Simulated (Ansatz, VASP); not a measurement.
**One calculation of Mg, two programs**

The input INCAR:

```
PREC = Accurate ; ENCUT = 520
EDIFF = 1E-8 ; ISMEAR = -1
SIGMA = 0.03 ; LREAL = False
LASPH = True ; NELM = 80
ALGO = Normal ; ISIF = 2
LWAVE = False ; LCHARG = False
LEFG = True ; NBANDS = 7
```

The input KPOINTS:

```
Automatic mesh
0
Gamma
  19 19 19
```

The input POSCAR:

```
Mg
1.0
   -1.4959298597      1.4959298597      1.4959298597
    1.4959298597     -1.4959298597      1.4959298597
    1.4959298597      1.4959298597     -1.4959298597
Mg
1
Direct
    0.0000000000      0.0000000000      0.0000000000
```

Input for Ansatz:

```yaml
crystal:
  lattice:
    - [-1.4959298597, 1.4959298597, 1.4959298597]
    - [1.4959298597, -1.4959298597, 1.4959298597]
    - [1.4959298597, 1.4959298597, -1.4959298597]
  atoms:
    - { symbol: Mg, position: [0.0, 0.0, 0.0] }
kpoints:
  mp_grid: { grid: [19, 19, 19] }
scf:
  occupations: { method: fermi_dirac, width: 0.03 }
hamiltonian:
  xc: lda
  pseudopotentials: { kind: all_electron, datasets: crystal }
output:
  forces: true
  stress: true
  eigenvalues: true
  efg: { contact_densities: true }
```

Change from the starting cell: volume scaled by 1.04, crystal datasets.

Alike in both runs: task electric field gradients; functional LDA; k mesh 19 × 19 × 19; occupations fermi-dirac, width 0.03 eV; no spin polarisation.

|  | VASP | Ansatz |
| --- | --- | --- |
| version | VASP 6.6.1 | Ansatz 0.2.0 |
| potentials or method | VASP PAW LDA potentials, release 64 (Mg), cutoff 520 eV | all-electron PAW with datasets made for the crystal, scalar-relativistic |

Ansatz gave:

* pressure (GPa): 47.6

**Question.** Estimate VASP's values.

**Answer.** Pressure (GPa): 47.8.

LDA's correlation is that of Perdew and Zunger in VASP and of Perdew and Wang (1992) in Ansatz. Both programs put the cell under a high pressure, so it lies far from rest at this level. Ansatz ran all-electron here, and VASP with PAW potentials.
